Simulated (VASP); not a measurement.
Here is a VASP 6.6.1 calculation.

Contents of POSCAR:

```
Na
1.0
    3.7670009976      0.0000000000      0.0000000000
   -1.8835004988      3.2623185600      0.0000000000
    0.0000000000      0.0000000000      6.1540000000
Na
2
Direct
    0.4023026862      0.8046053724      0.2500000000
    0.6666666667      0.3333333333      0.7500000000
```

File INCAR.step1:

```
ALGO     = Normal         # electronic algorithm
EDIFF    = 1E-4           # SCF threshold, eV
ENCUT    = 520            # plane-wave cutoff, eV
GGA      = PE             # functional
ISMEAR   = 0              # smearing method
LASPH    = True           # aspherical terms in the spheres
LCHARG   = False          # write CHGCAR
LREAL    = False          # projectors in reciprocal space
LWAVE    = True           # write WAVECAR
NBANDS   = 14             # bands
NELM     = 80             # most SCF steps
PREC     = Accurate       # precision mode
SIGMA    = 0.15           # smearing width, eV
```

The input INCAR.step2:

```
ALGO     = Normal         # electronic algorithm
EDIFF    = 1E-6           # SCF threshold, eV
ENCUT    = 520            # plane-wave cutoff, eV
ISIF     = 2              # what is computed and relaxed
ISMEAR   = 0              # smearing method
ISTART   = 1            
LASPH    = True           # aspherical terms in the spheres
LCHARG   = True           # write CHGCAR
LELF     = True           # ELF
LMIXTAU  = True         
LREAL    = False          # projectors in reciprocal space
LVHAR    = True         
LWAVE    = False          # write WAVECAR
METAGGA  = R2SCAN         # meta-GGA
NBANDS   = 14             # bands
NELM     = 80             # most SCF steps
PREC     = Accurate       # precision mode
SIGMA    = 0.15           # smearing width, eV
```

Contents of KPOINTS:

```
k-points
0
Gamma
  12 12 8
```

Potentials or basis: VASP PAW PBE potentials, release 64 (Na_pv).

Run with:

```sh
$ cat potpaw_PBE.64/Na_pv/POTCAR > POTCAR
$ cp INCAR.step1 INCAR
$ mpirun -np 1 vasp_std > vasp.out
$ cp INCAR.step2 INCAR
$ mpirun -np 1 vasp_std > vasp.out
```

What does it give for the largest force?

0.078 eV/Å.

What does it give for the band gap on the k mesh?

Zero (bands 7 and 8 overlap by 4.52 eV).

What does it give for the pressure?

0.0 GPa.

Forces in eV/Å, atoms in the order of the input:
```
Na   0.000 -0.078  0.000
Na   0.000  0.078  0.000
```

Caveat: the cell differs from its parent crystal (atom 1 (Na) moved by (+0.450, +0.000) A along y and z); the PAW data sets were made with another functional, which shifts forces and pressure a little.
